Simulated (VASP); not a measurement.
# ZnS (P6_3mc) in VASP: further runs

ZnS is run at these levels: LDA; tasks: single point.

Everything below comes from runs of VASP 6.6.1. Logs are shortened: lines on timing, memory, paths and dates and some standing lists are left out, and cuts for length are marked.

## (1) The cell of the first run

The structure is hexagonal, space group P6_3mc (No. 186). Conventional cell: a = 3.663 Å, b = 3.663 Å, c = 6.220 Å, α = 90.00°, β = 90.00°, γ = 120.00°. Zn (site symmetry 3m) has 4 S at 2.27 to 2.28 Å within 3.0 Å. S (site symmetry 3m) has 4 Zn at 2.27 to 2.28 Å within 3.0 Å.

## (2) Single point, LDA (film at in-plane strain -0.02)

File INCAR:

```
SYSTEM = ZnS
PREC = Accurate
ENCUT = 520
EDIFF = 1E-6
ISMEAR = 0
SIGMA = 0.01
LREAL = .False.
LASPH = .True.
NELM = 60
ALGO = Normal
ISIF = 2
LWAVE = .False.
LCHARG = .True.
LELF = .True.
LVHAR = .True.
NBANDS = 26
```

File KPOINTS:

```
regular mesh
0
Gamma
  6 6 4
  0 0 0
```

File POSCAR:

```
ZnS
1.0
    3.6634677879      0.0000000000      0.0000000000
   -1.8317338940      3.1726561703      0.0000000000
    0.0000000000      0.0000000000      6.2204714968
Zn S
2 2
Direct
    0.3333333333      0.6666666667      0.0088842482
    0.6666666667      0.3333333333      0.5088842482
    0.3333333333      0.6666666667      0.3761157518
    0.6666666667      0.3333333333      0.8761157518
```

Potentials or basis: VASP PAW LDA potentials, release 64 (Zn, S).

Run with:

```sh
> cat potpaw_LDA.64/Zn/POTCAR potpaw_LDA.64/S/POTCAR > POTCAR
> mpirun -np 1 vasp_std > vasp.out
```

OUTCAR:

```text
SYSTEM = ZnS
   PREC = Accurate
   ENCUT = 520
   EDIFF = 1E-6
   ISMEAR = 0
   LREAL = .False.
   LASPH = .True.
   NELM = 60
   ISIF = 2

 ion  position               nearest neighbor table
   1  0.333  0.667  0.009-   4 2.27   4 2.27   4 2.27   3 2.28
   2  0.667  0.333  0.509-   3 2.27   3 2.27   3 2.27   4 2.28
   3  0.333  0.667  0.376-   2 2.27   2 2.27   2 2.27   1 2.28
   4  0.667  0.333  0.876-   1 2.27   1 2.27   1 2.27   2 2.28

  LATTYP: Found a hexagonal cell.
 ALAT       =     3.6634677879
 C/A-ratio  =     1.6979735750

  Lattice vectors:

 A1 = (   3.6634677879,   0.0000000000,   0.0000000000)
 A2 = (  -1.8317338940,   3.1726561703,   0.0000000000)
 A3 = (   0.0000000000,   0.0000000000,   6.2204714968)

Analysis of symmetry for initial positions (statically):
=====================================================================
 Subroutine PRICEL returns:
 Original cell was already a primitive cell.

 Routine SETGRP: Setting up the symmetry group for a
 hexagonal supercell.

 Subroutine GETGRP returns: Found 12 space group operations
 (whereof  6 operations were pure point group operations)
 out of a pool of 24 trial point group operations.

The static configuration has the point symmetry C_3v.
 The point group associated with its full space group is C_6v.

Analysis of symmetry for dynamics (positions and initial velocities):
=====================================================================
 Subroutine PRICEL returns:
 Original cell was already a primitive cell.

 Routine SETGRP: Setting up the symmetry group for a
 hexagonal supercell.

 Subroutine GETGRP returns: Found 12 space group operations
 (whereof  6 operations were pure point group operations)
 out of a pool of 24 trial point group operations.

The dynamic configuration has the point symmetry C_3v.
 The point group associated with its full space group is C_6v.

 Subroutine INISYM returns: Found 12 space group operations
 (whereof  6 operations are pure point group operations),
 and found     1 'primitive' translations

----------------------------------------------------------------------------------------

                                     Primitive cell

  volume of cell :      72.3001

  direct lattice vectors                    reciprocal lattice vectors
     3.663467788  0.000000000  0.000000000     0.272965414  0.157596655  0.000000000
    -1.831733894  3.172656170  0.000000000     0.000000000  0.315193310  0.000000000
     0.000000000  0.000000000  6.220471497     0.000000000  0.000000000  0.160759518
[... 85 lines left out ...]
   LREAL  =      F    real-space projection
   EDIFFG = 0.1E-04   stopping-criterion for IOM
   NSW    =      0    number of steps for IOM
   IBRION =     -1    ionic relax: 0-MD 1-quasi-New 2-CG
   NFREE  =      0    steps in history (QN), initial steepest desc. (CG)
   ISIF   =      2    stress and relaxation
   ISYM   =      2    0-nonsym 1-usesym 2-fastsym
   POTIM  = 0.5000    time-step for ionic-motion
   TEBEG  =    0.0;   TEEND  =   0.0 temperature during run
   PSTRESS=    0.0 pullay stress
   NELECT =      36.0000    total number of electrons
   NUPDOWN=      -1.0000    fix difference up-down
   EMIN   =  10.00;   EMAX   =-10.00  energy-range for DOS
   EFERMI =   0.00;   METHOD = LEGACY
   ISMEAR =     0;   SIGMA  =   0.01  broadening in eV -4-tet -1-fermi 0-gaus
   EFERMI_NEDOS =   21; number of points for ismear=-14 and -15
   IALGO  =     38    algorithm
   IMIX   =      4    mixing-type and parameters
     AMIX     =   0.40;   BMIX     =  1.00
     AMIX_MAG =   1.60;   BMIX_MAG =  1.00
  volume/ion in A,a.u.               =      18.08       121.98
  Fermi-wavevector in a.u.,A,eV,Ry     =   1.297566  2.452044 22.907821  1.683677
  Thomas-Fermi vector in A             =   2.428950
   LORBIT       =      0    0 simple, 1 ext, 2 COOP (PROOUT), +10 PAW based schemes
   GGA     = CA    functional components
   LHFCALC =     F    Hartree Fock is set to
   AEXX    =    0.0000 exact exchange contribution
   IVDW    =     0    specifies the selected vdW correction
   LEPSILON=     F    determine dielectric tensor
   LRPA    =     F    only Hartree local field effects (RPA)
 non-spin polarized calculation
 Gauss-broadening in eV      SIGMA  =   0.01
  energy-cutoff  :      520.00
  volume of cell :       72.30
 maximum number of plane-waves:      1971
 NGX is ok and might be reduce to    28

 number of electron      36.0000002 magnetization

 Free energy of the ion-electron system (eV)
  ---------------------------------------------------
  ext. energy  EPLUGINS =         0.00000000
  ---------------------------------------------------
  free energy    TOTEN  =       -16.36167349 eV

  energy without entropy =      -16.36167349  energy(sigma->0) =      -16.36167349

 E-fermi :   2.9902     XC(G=0): -10.4427

 val. band max:        2.8877639277   @ k =   0.0000   0.0000   0.0000
 cond. band min:       5.1010902124   @ k =   0.0000   0.0000   0.0000
 fundamental gap:      2.2133262846
 Fermi energy:         2.9901587700

 k-point     1 :       0.0000    0.0000    0.0000
  band No.  band energies     occupation
      1     -10.9663      2.00000
      2      -9.9092      2.00000
      3      -4.1099      2.00000
      4      -4.0512      2.00000
      5      -4.0512      2.00000
      6      -3.9545      2.00000
[... 598 lines left out ...]
     25      12.5396      0.00000
     26      12.5396      0.00000

------------------------ aborting loop because EDIFF is reached ----------------------------------------

  FORCE on cell =-STRESS in cart. coord.  units (eV):
  Direction    XX          YY          ZZ          XY          YZ          ZX
  --------------------------------------------------------------------------------------
  -------------------------------------------------------------------------------------
  Total        1.7724338      1.7724338      0.1350101     -0.0000000      0.0000000      0.0000000
  in kB       39.2773253     39.2773253      2.9918389     -0.0000000      0.0000000      0.0000000
  external PRESSURE =      27.1821632 kB  Pullay stress =       0.0000000 kB

 VOLUME and BASIS-vectors are now :
 -----------------------------------------------------------------------------
  energy-cutoff  :      520.00
  volume of cell :       72.30
      direct lattice vectors                 reciprocal lattice vectors
     3.663467788  0.000000000  0.000000000     0.272965414  0.157596655  0.000000000
    -1.831733894  3.172656170  0.000000000     0.000000000  0.315193310  0.000000000
     0.000000000  0.000000000  6.220471497     0.000000000  0.000000000  0.160759518

 POSITION                                       TOTAL-FORCE (eV/Angst)
 -----------------------------------------------------------------------------------
     -0.00000      2.11510      0.05526        -0.000000     -0.000000      0.001925
      1.83173      1.05755      3.16550         0.000000      0.000000      0.001925
     -0.00000      2.11510      2.33962        -0.000000      0.000000     -0.001925
      1.83173      1.05755      5.44985         0.000000     -0.000000     -0.001925
 -----------------------------------------------------------------------------------
    total drift:                               -0.000000     -0.000001     -0.002775

  FREE ENERGIE OF THE ION-ELECTRON SYSTEM (eV)
  ---------------------------------------------------
  free  energy   TOTEN  =       -16.3616734865 eV

  energy  without entropy=      -16.3616734865  energy(sigma->0) =      -16.36167349
```

OSZICAR:

```text
N       E                     dE             d eps       ncg     rms          rms(c)
DAV:   1     0.250721869558E+03    0.25072E+03   -0.17341E+04  1092   0.173E+03
DAV:   2     0.835332914177E+01   -0.24237E+03   -0.23229E+03  1110   0.364E+02
DAV:   3    -0.166333805774E+02   -0.24987E+02   -0.24730E+02  1328   0.115E+02
DAV:   4    -0.172521622837E+02   -0.61878E+00   -0.61752E+00  1248   0.183E+01
DAV:   5    -0.172617779318E+02   -0.96156E-02   -0.96132E-02  1346   0.225E+00    0.115E+01
DAV:   6    -0.164036198288E+02    0.85816E+00   -0.17083E+00  1524   0.401E+01    0.854E+00
DAV:   7    -0.163810620545E+02    0.22558E-01   -0.13683E+00  1164   0.743E+00    0.335E+00
DAV:   8    -0.163634264326E+02    0.17636E-01   -0.39693E-02  1198   0.121E+00    0.899E-01
DAV:   9    -0.163616141836E+02    0.18122E-02   -0.10790E-02  1432   0.971E-01    0.245E-01
DAV:  10    -0.163616595832E+02   -0.45400E-04   -0.39594E-04  1288   0.201E-01    0.122E-01
DAV:  11    -0.163616742512E+02   -0.14668E-04   -0.32378E-05  1344   0.711E-02    0.424E-02
DAV:  12    -0.163616734865E+02    0.76473E-06   -0.70532E-06  1320   0.488E-02
   1 F= -.16361673E+02 E0= -.16361673E+02  d E =-.228839E-49
```

stdout:

```text
POSCAR found type information on POSCAR ZnS
 POSCAR found :  2 types and       4 ions
 scaLAPACK will be used
 LDA part: xc-table for (Slater(with rela. corr.)+CA(PZ))
 , standard interpolation
 POSCAR, INCAR and KPOINTS ok, starting setup
 FFT: planning ... GRIDC
 FFT: planning ... GRID_SOFT
 FFT: planning ... GRID
 WAVECAR not read
 entering main loop
```

Run time: 31 s. Hardware: 1 thread of Intel Xeon Platinum 8488C (Sapphire Rapids), shared host; peak memory 0.17 GiB.

What came out:

| Item | Value |
| --- | --- |
| Free energy | -16.3617 eV |
| Pressure | 2.7 GPa |
| Band gap on the k mesh | 2.21 eV, direct |

Caveat: the cell differs from its parent crystal (film at in-plane strain -0.02).

## (3) Single point, LDA (in-plane strain -0.01, then relaxed in part)

File INCAR:

```
  PREC = Accurate
  ENCUT = 520
  EDIFF = 1E-6
  ISMEAR = 0
  SIGMA = 0.01
  LREAL = F
  LASPH = T
  NELM = 80
  ALGO = Normal
  ISIF = 2
  LWAVE = F
  LCHARG = F
  GGA = CA
  NBANDS = 26
```

File KPOINTS:

```
Automatic mesh
0
Gamma
  6 6 4
```

File POSCAR:

```
ZnS
1.0
    3.7008501123      0.0000000000      0.0000000000
   -1.8504250561      3.2050302128      0.0000000000
    0.0000000000      0.0000000000      6.1811529638
Zn S
2 2
Direct
    0.3333333333      0.6666666667      0.0072139343
    0.6666666667      0.3333333333      0.5072139343
    0.3333333333      0.6666666667      0.3777860657
    0.6666666667      0.3333333333      0.8777860657
```

Potentials or basis: VASP PAW LDA potentials, release 64 (Zn, S).

Run with:

```sh
> cat potpaw_LDA.64/Zn/POTCAR potpaw_LDA.64/S/POTCAR > POTCAR
> mpirun -np 1 vasp_std > vasp.out
```

Run time: 25 s. Hardware: 1 thread of Intel Xeon Platinum 8488C (Sapphire Rapids), shared host; peak memory 0.17 GiB.

Results (log left out):

```yaml
Free_energy: -16.3886 eV
Pressure: 1.5 GPa
Band_gap_on_the_k_mesh: 2.23 eV, direct
```

Stress tensor (GPa, compression positive):
```
2.05 0.00 0.00
0.00 2.05 0.00
0.00 0.00 0.26
```

Levels at points of the mesh, in eV from the valence-band top:
```tsv
k point	band 16	band 17	band 18	band 19	band 20	band 21
(0.00, 0.00, 0.00)	-0.20	0.00	0.00	2.23	3.17	6.17
(0.50, 0.00, 0.00)	-2.49	-2.02	-1.01	3.46	4.19	4.76
(0.00, 0.00, 0.50)	-0.52	-0.52	-0.52	3.63	3.63	6.66
(0.50, 0.00, 0.50)	-1.95	-1.81	-1.81	3.26	3.26	4.98
```

Caveat: the cell differs from its parent crystal (in-plane strain -0.01, then relaxed in part).

## (4) Single point, LDA (in-plane strain -0.01)

File INCAR:

```
ALGO = Normal
EDIFF = 1E-6
ENCUT = 520
ISIF = 2
ISMEAR = 0
LASPH = True
LCHARG = True
LELF = True
LREAL = False
LVHAR = True
LWAVE = False
NBANDS = 26
NELM = 60
PREC = Accurate
SIGMA = 0.01
```

File KPOINTS:

```
k-points
0
Gamma
  6 6 4
```

File POSCAR:

```
ZnS
1.0
    3.7008501123      0.0000000000      0.0000000000
   -1.8504250562      3.2050302128      0.0000000000
    0.0000000000      0.0000000000      6.1798556388
Zn S
2 2
Direct
    0.3333333333      0.6666666667      0.0055913299
    0.6666666667      0.3333333333      0.5055913299
    0.3333333333      0.6666666667      0.3794086701
    0.6666666667      0.3333333333      0.8794086701
```

Run with:

```sh
> cat potpaw_LDA.64/Zn/POTCAR potpaw_LDA.64/S/POTCAR > POTCAR
> mpirun -np 1 vasp_std > vasp.out
```

Wall time 28 s (1 thread of Intel Xeon Platinum 8488C (Sapphire Rapids), shared host); peak memory 0.17 GiB.

Results (log left out):

```
Free energy            : -16.3859 eV
Pressure               : 1.5 GPa
Largest force          : 0.134 eV/Å
Band gap on the k mesh : 2.24 eV, direct
```

Forces in eV/Å, atoms in the order of the input:
```
Zn   0.000  0.000  0.134
Zn   0.000  0.000  0.134
S    0.000  0.000 -0.134
S    0.000  0.000 -0.134
```

Stress tensor (GPa, compression positive):
```
 2.47  0.00  0.00
 0.00  2.47  0.00
 0.00  0.00 -0.32
```

Levels at points of the mesh, in eV from the valence-band top:
```tsv
k point	band 15	band 16	band 17	band 18	band 19	band 20	band 21	band 22
(0.00, 0.00, 0.00)	-0.96	-0.17	0.00	0.00	2.24	3.15	6.17	6.17
(0.50, 0.00, 0.00)	-3.69	-2.49	-1.98	-1.04	3.45	4.19	4.79	6.76
(0.00, 0.00, 0.50)	-0.51	-0.51	-0.51	-0.51	3.62	3.62	6.65	6.65
(0.50, 0.00, 0.50)	-1.92	-1.92	-1.82	-1.82	3.29	3.29	4.96	4.96
```

Caveat: the cell differs from its parent crystal (in-plane strain -0.01).

## (5) Single point, LDA (film at in-plane strain -0.01)

File INCAR:

```
PREC     = Accurate       # precision mode
ENCUT    = 520            # plane-wave cutoff, eV
EDIFF    = 1E-7           # SCF threshold, eV
ISMEAR   = 0              # smearing method
SIGMA    = 0.01           # smearing width, eV
LREAL    = False          # projectors in reciprocal space
LASPH    = True           # aspherical terms in the spheres
NELM     = 60             # most SCF steps
ALGO     = Normal         # electronic algorithm
ISIF     = 2              # what is computed and relaxed
LWAVE    = False          # write WAVECAR
LCHARG   = True           # write CHGCAR
GGA      = CA             # functional
LELF     = True           # ELF
LVHAR    = True         
NBANDS   = 26             # bands
```

File KPOINTS:

```
regular mesh
0
Gamma
  6 6 4
```

File POSCAR:

```
ZnS
1.0
    3.7008501123      0.0000000000      0.0000000000
   -1.8504250562      3.2050302128      0.0000000000
    0.0000000000      0.0000000000      6.1811529638
Zn S
2 2
Direct
    0.3333333333      0.6666666667      0.0072139343
    0.6666666667      0.3333333333      0.5072139343
    0.3333333333      0.6666666667      0.3777860657
    0.6666666667      0.3333333333      0.8777860657
```

Run with:

```sh
> cat potpaw_LDA.64/Zn/POTCAR potpaw_LDA.64/S/POTCAR > POTCAR
> mpirun -np 1 vasp_std > vasp.out
```

Run time: 31 s. Hardware: 1 thread of Intel Xeon Platinum 8488C (Sapphire Rapids), shared host; peak memory 0.17 GiB.

The run converged. Its results:

```
Free energy            : -16.3886 eV
Pressure               : 1.5 GPa
Band gap on the k mesh : 2.23 eV, direct
```

Stress tensor (GPa, compression positive):
```
2.09 0.00 0.00
0.00 2.09 0.00
0.00 0.00 0.29
```

Levels at points of the mesh, in eV from the valence-band top:
| k point | band 15 | band 16 | band 17 | band 18 | band 19 | band 20 | band 21 | band 22 |
| --- | --- | --- | --- | --- | --- | --- | --- | --- |
| (0.00, 0.00, 0.00) | -0.98 | -0.20 | 0.00 | 0.00 | 2.23 | 3.17 | 6.17 | 6.17 |
| (0.50, 0.00, 0.00) | -3.73 | -2.49 | -2.02 | -1.01 | 3.46 | 4.19 | 4.76 | 6.68 |
| (0.00, 0.00, 0.50) | -0.52 | -0.52 | -0.52 | -0.52 | 3.62 | 3.62 | 6.66 | 6.66 |
| (0.50, 0.00, 0.50) | -1.95 | -1.95 | -1.81 | -1.81 | 3.26 | 3.26 | 4.98 | 4.98 |

Caveat: the cell differs from its parent crystal (film at in-plane strain -0.01).

## (6) Summary

```tsv
cell	gap on the mesh (eV)	pressure (GPa)
a = 3.663, b = 3.663, c = 6.220 Å, angles 90.0, 90.0, 120.0°, 4 atoms	2.21	2.7
a = 3.701, b = 3.701, c = 6.181 Å, angles 90.0, 90.0, 120.0°, 4 atoms	2.23	1.5
a = 3.701, b = 3.701, c = 6.180 Å, angles 90.0, 90.0, 120.0°, 4 atoms	2.24	1.5
```

Some of these runs hold the atoms at other places in the same cell, which the table doesn't show; runs alike in all that it shows share one row.

Alike in all rows: task single point; level LDA; potentials or basis VASP PAW LDA potentials, release 64 (Zn, S); no spin polarisation; k mesh 6 × 6 × 4; cutoff (eV) 520; smearing gaussian 0.01 eV.

Total energies depend on the potentials used, so only differences within one code and one set of settings carry meaning.
